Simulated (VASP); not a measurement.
# Al in VASP: settings compared

Aim: see how the results for Al move with the level of theory and the settings. Levels: r2SCAN, PBE. Tasks: single point.

Everything below comes from runs of VASP 6.6.1. Logs are shortened: lines on timing, memory, paths and dates and some standing lists are left out, and cuts for length are marked.

### 1 The cell of the first run

Symmetry: Im-3m, No. 229, cubic system. The conventional cell has a = 3.144 Å, b = 3.144 Å, c = 3.144 Å, α = 90.00°, β = 90.00°, γ = 90.00°. Within 3.6 Å of Al (site symmetry m-3m) lie 14 Al at 2.72 to 3.14 Å.

### 2 Single point, r2SCAN (functional r2SCAN, strained)

POSCAR

```
Al
1.0
   -1.5720445048      1.5720445048      1.5720445048
    1.5720445048     -1.5720445048      1.5720445048
    1.5720445048      1.5720445048     -1.5720445048
Al
1
Direct
    0.0000000000      0.0000000000      0.0000000000
```

INCAR.step1

```
SYSTEM = Al
PREC = Accurate
ENCUT = 520
ISMEAR = 0
SIGMA = 0.1
LREAL = .False.
LASPH = .True.
NELM = 80
NBANDS = 8
GGA = PE
ALGO = Normal
EDIFF = 1E-4
LWAVE = .True.
LCHARG = .False.
```

INCAR.step2

```
SYSTEM = Al
PREC = Accurate
ENCUT = 520
EDIFF = 1E-7
ISMEAR = 0
SIGMA = 0.1
LREAL = .False.
LASPH = .True.
NELM = 80
ALGO = Normal
ISIF = 2
LWAVE = .False.
LCHARG = .False.
METAGGA = R2SCAN
LMIXTAU = .True.
NBANDS = 8
ISTART = 1
```

KPOINTS

```
regular mesh
0
Gamma
  18 18 18
  0 0 0
```

Potentials or basis: VASP PAW PBE potentials, release 64 (Al).

Run with:

```sh
$ cat potpaw_PBE.64/Al/POTCAR > POTCAR
$ cp INCAR.step1 INCAR
$ mpirun -np 1 vasp_std > vasp.out
$ cp INCAR.step2 INCAR
$ mpirun -np 1 vasp_std > vasp.out
```

OUTCAR:

```text
SYSTEM = Al
   PREC = Accurate
   ENCUT = 520
   EDIFF = 1E-7
   ISMEAR = 0
   LREAL = .False.
   LASPH = .True.
   NELM = 80
   ISIF = 2
   METAGGA = R2SCAN
   ISTART = 1

 ion  position               nearest neighbor table
   1  0.000  0.000  0.000-

  LATTYP: Found a body centered cubic cell.
 ALAT       =     3.1440890096

  Lattice vectors:

 A1 = (  -1.5720445048,   1.5720445048,   1.5720445048)
 A2 = (   1.5720445048,  -1.5720445048,   1.5720445048)
 A3 = (   1.5720445048,   1.5720445048,  -1.5720445048)

Analysis of symmetry for initial positions (statically):
=====================================================================
 Subroutine PRICEL returns:
 Original cell was already a primitive cell.

 Routine SETGRP: Setting up the symmetry group for a
 body centered cubic supercell.

 Subroutine GETGRP returns: Found 48 space group operations
 (whereof 48 operations were pure point group operations)
 out of a pool of 48 trial point group operations.

The static configuration has the point symmetry O_h .

Analysis of symmetry for dynamics (positions and initial velocities):
=====================================================================
 Subroutine PRICEL returns:
 Original cell was already a primitive cell.

 Routine SETGRP: Setting up the symmetry group for a
 body centered cubic supercell.

 Subroutine GETGRP returns: Found 48 space group operations
 (whereof 48 operations were pure point group operations)
 out of a pool of 48 trial point group operations.

The dynamic configuration has the point symmetry O_h .

 Subroutine INISYM returns: Found 48 space group operations
 (whereof 48 operations are pure point group operations),
 and found     1 'primitive' translations

----------------------------------------------------------------------------------------

                                     Primitive cell

  volume of cell :      15.5401

  direct lattice vectors                    reciprocal lattice vectors
    -1.572044505  1.572044505  1.572044505     0.000000000  0.318057153  0.318057153
     1.572044505 -1.572044505  1.572044505     0.318057153  0.000000000  0.318057153
     1.572044505  1.572044505 -1.572044505     0.318057153  0.318057153  0.000000000

  length of vectors
     2.722860954  2.722860954  2.722860954     0.449800740  0.449800740  0.449800740

  position of ions in fractional coordinates (direct lattice)
     0.000000000  0.000000000  0.000000000

  ion indices of the primitive-cell ions
   primitive index   ion index
                 1           1

----------------------------------------------------------------------------------------

 KPOINTS: regular mesh

Automatic generation of k-mesh.
 Grid dimensions read from file:
 generate k-points for:   18   18   18

 Generating k-lattice:

  Cartesian coordinates                     Fractional coordinates (reciprocal lattice)
     0.000000000  0.017669842  0.017669842     0.055555556  0.000000000  0.000000000
     0.017669842  0.000000000  0.017669842     0.000000000  0.055555556  0.000000000
     0.017669842  0.017669842  0.000000000     0.000000000  0.000000000  0.055555556

  Length of vectors
     0.024988930  0.024988930  0.024988930

  Shift w.r.t. Gamma in fractional coordinates (k-lattice)
     0.000000000  0.000000000  0.000000000

 Subroutine IBZKPT returns following result:
 ===========================================

 Found    195 irreducible k-points:

 Following reciprocal coordinates:
            Coordinates               Weight
  0.000000  0.000000  0.000000      1.000000
  0.055556  0.000000  0.000000     12.000000
  0.111111  0.000000  0.000000     12.000000
  0.166667  0.000000  0.000000     12.000000
  0.222222  0.000000  0.000000     12.000000
  0.277778  0.000000  0.000000     12.000000
[... 16 lines left out ...]
  0.333333  0.111111  0.000000     48.000000
  0.388889  0.111111  0.000000     48.000000
 [... further k-points ...]
   k-points           NKPTS =    195   k-points in BZ     NKDIM =    195   number of bands    NBANDS=      8
   number of dos      NEDOS =    301   number of ions     NIONS =      1
   total plane-waves  NPLWV =   8000
   dimension x,y,z NGX =    20 NGY =   20 NGZ =   20
   dimension x,y,z NGXF=    40 NGYF=   40 NGZF=   40
   ions per type =               1
   NGX,Y,Z   is equivalent  to a cutoff of  12.21, 12.21, 12.21 a.u.
   NGXF,Y,Z  is equivalent  to a cutoff of  24.42, 24.42, 24.42 a.u.
 SYSTEM =  Al
   PREC   = accura    normal or accurate (medium, high low for compatibility)
   ISTART =      1    job   : 0-new  1-cont  2-samecut
   ICHARG =      0    charge: 1-file 2-atom 10-const
   ISPIN  =      1    spin polarized calculation?
   LNONCOLLINEAR =      F non collinear calculations
   LSORBIT =      F    spin-orbit coupling
   LASPH  =      T    aspherical Exc in radial PAW
   ENCUT  =  520.0 eV  38.22 Ry    6.18 a.u.   5.06  5.06  5.06*2*pi/ulx,y,z
   NELM   =     80;   NELMIN=  2; NELMDL=  0     # of ELM steps
   EDIFF  = 0.1E-06   stopping-criterion for ELM
   LREAL  =      F    real-space projection
   EDIFFG = 0.1E-05   stopping-criterion for IOM
   NSW    =      0    number of steps for IOM
   IBRION =     -1    ionic relax: 0-MD 1-quasi-New 2-CG
   NFREE  =      0    steps in history (QN), initial steepest desc. (CG)
   ISIF   =      2    stress and relaxation
   ISYM   =      2    0-nonsym 1-usesym 2-fastsym
   POTIM  = 0.5000    time-step for ionic-motion
   TEBEG  =    0.0;   TEEND  =   0.0 temperature during run
   PSTRESS=    0.0 pullay stress
   NELECT =       3.0000    total number of electrons
   NUPDOWN=      -1.0000    fix difference up-down
   EMIN   =  10.00;   EMAX   =-10.00  energy-range for DOS
   EFERMI =   0.00;   METHOD = LEGACY
   ISMEAR =     0;   SIGMA  =   0.10  broadening in eV -4-tet -1-fermi 0-gaus
   EFERMI_NEDOS =   21; number of points for ismear=-14 and -15
   IALGO  =     38    algorithm
   IMIX   =      4    mixing-type and parameters
     AMIX     =   0.40;   BMIX     =  1.00
     AMIX_MAG =   1.60;   BMIX_MAG =  1.00
  volume/ion in A,a.u.               =      15.54       104.87
  Fermi-wavevector in a.u.,A,eV,Ry     =   0.946158  1.787980 12.180144  0.895215
  Thomas-Fermi vector in A             =   2.074129
   LORBIT       =      0    0 simple, 1 ext, 2 COOP (PROOUT), +10 PAW based schemes
   METAGGA = R2SCAN    functional components
   LHFCALC =     F    Hartree Fock is set to
   AEXX    =    0.0000 exact exchange contribution
   IVDW    =     0    specifies the selected vdW correction
   LEPSILON=     F    determine dielectric tensor
   LRPA    =     F    only Hartree local field effects (RPA)
 non-spin polarized calculation
 Gauss-broadening in eV      SIGMA  =   0.10
  energy-cutoff  :      520.00
  volume of cell :       15.54
 maximum number of plane-waves:       432
   NGX = 11   NGY = 11   NGZ = 11

 number of electron       3.0000000 magnetization

 Free energy of the ion-electron system (eV)
  ---------------------------------------------------
  ext. energy  EPLUGINS =         0.00000000
  ---------------------------------------------------
  free energy    TOTEN  =        -6.62003863 eV

  energy without entropy =       -6.61785194  energy(sigma->0) =       -6.61894528

 E-fermi :   8.7113     XC(G=0): -11.1437

 val. band max:        8.6931387429   @ k =  -0.3889   0.3889   0.1667
 cond. band min:       8.7218547701   @ k =   0.3333   0.2778   0.0000
 fundamental gap:      0.0287160272
 Fermi energy:         8.7113445752

 k-point     1 :       0.0000    0.0000    0.0000
  band No.  band energies     occupation
      1      -3.6185      2.00000
      2      23.0847      0.00000
      3      23.0847      0.00000
      4      23.0847      0.00000
      5      25.5479      0.00000
      6      25.5479      0.00000
      7      25.5479      0.00000
      8      26.4165      0.00000

 k-point     2 :       0.0556    0.0000    0.0000
  band No.  band energies     occupation
      1      -3.5203      2.00000
      2      21.9651      0.00000
      3      22.5270      0.00000
      4      22.6619      0.00000
      5      24.8796      0.00000
      6      25.5112      0.00000
      7      25.9056      0.00000
      8      26.2661      0.00000

 k-point     3 :       0.1111    0.0000    0.0000
  band No.  band energies     occupation
      1      -3.2262      2.00000
      2      19.6526      0.00000
      3      21.5667      0.00000
      4      21.7376      0.00000
      5      23.8014      0.00000
      6      24.7136      0.00000
      7      26.3813      0.00000
      8      26.9556      0.00000

 k-point     4 :       0.1667    0.0000    0.0000
  band No.  band energies     occupation
      1      -2.7373      2.00000
      2      17.1135      0.00000
      3      20.6429      0.00000
      4      20.7190      0.00000
      5      22.7638      0.00000
      6      23.9920      0.00000
      7      27.0171      0.00000
      8      27.3490      0.00000

 k-point     5 :       0.2222    0.0000    0.0000
  band No.  band energies     occupation
      1      -2.0559      2.00000
      2      14.6141      0.00000
      3      19.7756      0.00000
      4      19.8388      0.00000
      5      21.8547      0.00000
      6      23.3150      0.00000
      7      27.7956      0.00000
      8      27.8684      0.00000
[... 177 lines left out ...]
 k-point    22 :       0.2778    0.1111    0.0000
  band No.  band energies     occupation
      1       0.1584      2.00000
      2      10.2346      0.00000
      3      15.0612      0.00000
      4      18.3152      0.00000
      5      22.0169      0.00000
      6      24.7528      0.00000
      7      27.3782      0.00000
      8      31.6106      0.00000

 k-point    23 :       0.3333    0.1111    0.0000
  band No.  band energies     occupation
      1       1.3911      2.00000
      2       8.1591      2.00000
      3      14.6150      0.00000
      4      17.9093      0.00000
      5      21.6042      0.00000
      6      24.5728      0.00000
      7      28.2123      0.00000
      8      32.3102      0.00000

 k-point    24 :       0.3889    0.1111    0.0000
  band No.  band energies     occupation
      1       2.7845      2.00000
      2       6.2580      2.00000
      3      14.3468      0.00000
      4      17.6639      0.00000
      5      21.3525      0.00000
      6      24.4199      0.00000
      7      29.2161      0.00000
      8      32.0090      0.00000

 [... further k-points ...]
[... 5 lines left out ...]
  --------------------------------------------------------------------------------------
  -------------------------------------------------------------------------------------
  Total        0.3312196      0.3312196      0.3312196      0.0000000      0.0000000     -0.0000000
  in kB       34.1485387     34.1485387     34.1485387      0.0000000      0.0000000     -0.0000000
  external PRESSURE =      34.1485387 kB  Pullay stress =       0.0000000 kB

 VOLUME and BASIS-vectors are now :
 -----------------------------------------------------------------------------
  energy-cutoff  :      520.00
  volume of cell :       15.54
      direct lattice vectors                 reciprocal lattice vectors
    -1.572044505  1.572044505  1.572044505     0.000000000  0.318057153  0.318057153
     1.572044505 -1.572044505  1.572044505     0.318057153  0.000000000  0.318057153
     1.572044505  1.572044505 -1.572044505     0.318057153  0.318057153  0.000000000

 POSITION                                       TOTAL-FORCE (eV/Angst)
 -----------------------------------------------------------------------------------
      0.00000      0.00000      0.00000         0.000000     -0.000000     -0.000000
 -----------------------------------------------------------------------------------
    total drift:                                0.000000      0.000000     -0.000000

  FREE ENERGIE OF THE ION-ELECTRON SYSTEM (eV)
  ---------------------------------------------------
  free  energy   TOTEN  =        -6.6200386311 eV

  energy  without entropy=       -6.6178519370  energy(sigma->0) =       -6.61894528
```

Wall time 28 s (1 thread of Intel Xeon 6975P-C (Granite Rapids), shared host); peak memory 0.13 GiB.

Results:

| Item | Value |
| --- | --- |
| Free energy | -6.6200 eV |
| Pressure | 3.4 GPa |

Caveat: the cell differs from its parent crystal (functional r2SCAN, strained); the PAW data sets were made with another functional, which shifts forces and pressure a little.

### 3 Single point, PBE (the cell strained at random)

INCAR

```
  PREC = Accurate
  ENCUT = 520
  EDIFF = 1E-7
  ISMEAR = 0
  SIGMA = 0.1
  LREAL = F
  LASPH = T
  NELM = 100
  ALGO = Normal
  ISIF = 2
  LWAVE = F
  LCHARG = T
  GGA = PE
  LELF = T
  LVHAR = T
  NBANDS = 8
```

KPOINTS

```
Automatic mesh
0
Gamma
  16 16 16
```

POSCAR

```
Al
1.0
   -1.5917915287      1.5920938603      1.6003045487
    1.5895956469     -1.5761816734      1.5821964800
    1.5971698479      1.5815599926     -1.5843923618
Al
1
Direct
    0.0000000000      0.0000000000      0.0000000000
```

Potentials or basis: VASP PAW PBE potentials, release 64 (Al).

Run with:

```sh
$ cat potpaw_PBE.64/Al/POTCAR > POTCAR
$ mpirun -np 1 vasp_std > vasp.out
```

It took 48 s on 1 thread of Intel Xeon 6975P-C (Granite Rapids), shared host; peak memory 0.31 GiB.

It converged, with:

```
Free energy : -3.6371 eV
Pressure    : 3.9 GPa
```

Stress tensor (GPa, compression positive):
```
4.09 0.03 0.01
0.03 3.54 0.08
0.01 0.08 3.96
```

Levels at points of the mesh, in eV from the Fermi level:
```
           k point  band 1  band 2  band 3  band 4  band 5  band 6
(0.00, 0.00, 0.00)  -11.30   13.32   13.46   13.48   14.95   15.05
(0.50, 0.00, 0.00)   -4.45   -3.96    8.32    8.42   10.17   11.72
(0.00, 0.50, 0.00)   -4.42   -3.89    8.38    8.39   10.21   11.66
(0.50, 0.50, 0.00)   -4.39   -3.85    8.31    8.31   10.14   11.61
(0.00, 0.00, 0.50)   -4.42   -3.91    8.33    8.37   10.18   11.68
(0.50, 0.00, 0.50)   -4.43   -3.92    8.38    8.40   10.24   11.69
(0.00, 0.50, 0.50)   -4.35   -3.77    8.23    8.27   10.06   11.52
(0.50, 0.50, 0.50)    1.85    1.89    2.00    2.93    2.97    5.89
```

Caveat: the cell differs from its parent crystal (the cell strained at random).

### 4 Single point, PBE (volume scaled by 0.88)

INCAR

```
SYSTEM = Al
  PREC = Accurate
  ENCUT = 520
  EDIFF = 1E-7
  ISMEAR = 0
  SIGMA = 0.1
  LREAL = .False.
  LASPH = .True.
  NELM = 100
  ALGO = Normal
  ISIF = 2
  LWAVE = .False.
  LCHARG = .False.
  GGA = PE
  NBANDS = 8
```

KPOINTS

```
regular mesh
0
Gamma
  18 18 18
  0 0 0
```

POSCAR

```
Al
1.0
   -1.5500341191      1.5500341191      1.5500341191
    1.5500341191     -1.5500341191      1.5500341191
    1.5500341191      1.5500341191     -1.5500341191
Al
1
Direct
    0.0000000000      0.0000000000      0.0000000000
```

Run with:

```sh
$ cat potpaw_PBE.64/Al/POTCAR > POTCAR
$ mpirun -np 1 vasp_std > vasp.out
```

Wall time 6.7 s (1 thread of Intel Xeon 6975P-C, shared host); peak memory 0.13 GiB.

Results (log left out):

```yaml
Free_energy: -3.5866 eV
Pressure: 11.6 GPa
```

Levels at points of the mesh, in eV from the Fermi level:
| k point | band 1 | band 2 | band 3 | band 4 |
| --- | --- | --- | --- | --- |
| (0.00, 0.00, 0.00) | -11.90 | 13.87 | 13.87 | 13.87 |
| (0.50, 0.00, 0.00) | -4.75 | -4.02 | 8.48 | 8.95 |
| (0.50, 0.50, 0.50) | 2.02 | 2.02 | 2.02 | 2.78 |

### 5 Single point, PBE (volume scaled by 0.91)

INCAR

```
ALGO = Normal
EDIFF = 1E-6
ENCUT = 520
GGA = PE
ISIF = 2
ISMEAR = 0
LASPH = True
LCHARG = False
LREAL = False
LWAVE = False
NBANDS = 8
NELM = 80
PREC = Accurate
SIGMA = 0.1
```

KPOINTS

```
k-points
0
Gamma
  18 18 18
```

POSCAR

```
Al
1.0
   -1.5674516906      1.5674516906      1.5674516906
    1.5674516906     -1.5674516906      1.5674516906
    1.5674516906      1.5674516906     -1.5674516906
Al
1
Direct
    0.0000000000      0.0000000000      0.0000000000
```

Potentials or basis: VASP PAW PBE potentials, release 64 (Al).

Run with:

```sh
$ cat potpaw_PBE.64/Al/POTCAR > POTCAR
$ mpirun -np 1 vasp_std > vasp.out
```

OUTCAR:

```text
EDIFF = 1E-6
   ENCUT = 520
   GGA = PE
   ISIF = 2
   ISMEAR = 0
   LASPH = True
   LREAL = False
   NELM = 80
   PREC = Accurate

 ion  position               nearest neighbor table
   1  0.000  0.000  0.000-

  LATTYP: Found a body centered cubic cell.
 ALAT       =     3.1349033812

  Lattice vectors:

 A1 = (  -1.5674516906,   1.5674516906,   1.5674516906)
 A2 = (   1.5674516906,  -1.5674516906,   1.5674516906)
 A3 = (   1.5674516906,   1.5674516906,  -1.5674516906)

[... 433 lines left out ...]
  band No.  band energies     occupation
      1       3.2001      2.00000
      2       6.4487      2.00000
      3      14.1069      0.00000
      4      17.1930      0.00000
      5      20.7268      0.00000
      6      23.5917      0.00000
      7      28.1910      0.00000
      8      30.8048      0.00000

 [... further k-points ...]
[... 5 lines left out ...]
  --------------------------------------------------------------------------------------
  -------------------------------------------------------------------------------------
  Total        0.7687817      0.7687817      0.7687817     -0.0000000     -0.0000000      0.0000000
  in kB       79.9596911     79.9596911     79.9596911     -0.0000000     -0.0000000      0.0000000
  external PRESSURE =      79.9596911 kB  Pullay stress =       0.0000000 kB

 VOLUME and BASIS-vectors are now :
 -----------------------------------------------------------------------------
  energy-cutoff  :      520.00
  volume of cell :       15.40
      direct lattice vectors                 reciprocal lattice vectors
    -1.567451691  1.567451691  1.567451691     0.000000000  0.318989097  0.318989097
     1.567451691 -1.567451691  1.567451691     0.318989097  0.000000000  0.318989097
     1.567451691  1.567451691 -1.567451691     0.318989097  0.318989097  0.000000000

 POSITION                                       TOTAL-FORCE (eV/Angst)
 -----------------------------------------------------------------------------------
      0.00000      0.00000      0.00000        -0.000000     -0.000000      0.000000
 -----------------------------------------------------------------------------------
    total drift:                                0.000000      0.000000     -0.000000

  FREE ENERGIE OF THE ION-ELECTRON SYSTEM (eV)
  ---------------------------------------------------
  free  energy   TOTEN  =        -3.6175002209 eV

  energy  without entropy=       -3.6151954564  energy(sigma->0) =       -3.61634784
```

stdout:

```text
POSCAR found type information on POSCAR Al
 POSCAR found :  1 types and       1 ions
 scaLAPACK will be used
 LDA part: xc-table for (Slater+PW92), standard interpolation
 POSCAR, INCAR and KPOINTS ok, starting setup
 FFT: planning ... GRIDC
 FFT: planning ... GRID_SOFT
 FFT: planning ... GRID
 WAVECAR not read
 entering main loop
```

It took 6 s on 1 thread of Intel Xeon 6975P-C, shared host; peak memory 0.14 GiB.

What came out:

```
Free energy : -3.6175 eV
Pressure    : 8.0 GPa
```

(Continued in part 2 of 2.)
